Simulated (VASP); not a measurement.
**Ir: single point with BLYP**

The system is Ir.

```xyz
2
Lattice="2.6798 0.0000 0.0000 -1.3399 2.3208 0.0000 0.0000 0.0000 4.3406" Properties=species:S:1:pos:R:3 pbc="T T T"
Ir    0.0000    1.5472    1.0851
Ir    1.3399    0.7736    3.2554
```

This cell differs from its parent crystal: volume scaled by 0.88.

```json
{
 "Program": "VASP 6.6.1",
 "Task": "single point",
 "Functional": "BLYP",
 "Potentials or basis": "VASP PAW PBE potentials, release 64 (Ir)",
 "Cutoff": "520 eV",
 "k mesh": "15 × 15 × 8",
 "Occupations": "fermi-dirac, width 0.1 eV",
 "Spin": "no spin polarisation",
 "Dipole correction": "no",
 "Further INCAR settings": "ALGO = Normal; EDIFF = 1e-06; NBANDS = 16"
}
```

```
Pressure               : 55.1 GPa
Band gap on the k mesh : zero (band 9 reaches 13.04 eV, above the bottom of band 10 at 9.59 eV)
```

Stress tensor (GPa, compression positive):
```
54.68  0.00  0.00
 0.00 54.68  0.00
 0.00  0.00 55.98
```

Levels at points of the mesh, in eV from the Fermi level:
| k point | band 5 | band 6 | band 7 | band 8 | band 9 | band 10 | band 11 | band 12 | band 13 | band 14 |
| --- | --- | --- | --- | --- | --- | --- | --- | --- | --- | --- |
| (0.00, 0.00, 0.00) | -4.17 | -3.46 | -3.46 | -2.61 | -2.61 | -0.61 | 0.28 | 0.28 | 7.62 | 14.51 |
| (0.00, 0.00, 0.50) | -4.31 | -4.31 | -4.31 | -4.31 | -0.53 | -0.53 | -0.53 | -0.53 | 13.99 | 13.99 |

Run time: 2 min on 1 thread of AMD EPYC 7R13 (shared host), peak memory 0.14 GiB.

Caveat: the PAW data sets were made with another functional, which shifts forces and pressure a little; spin-orbit coupling is left out, which moves the levels of the heavy elements.
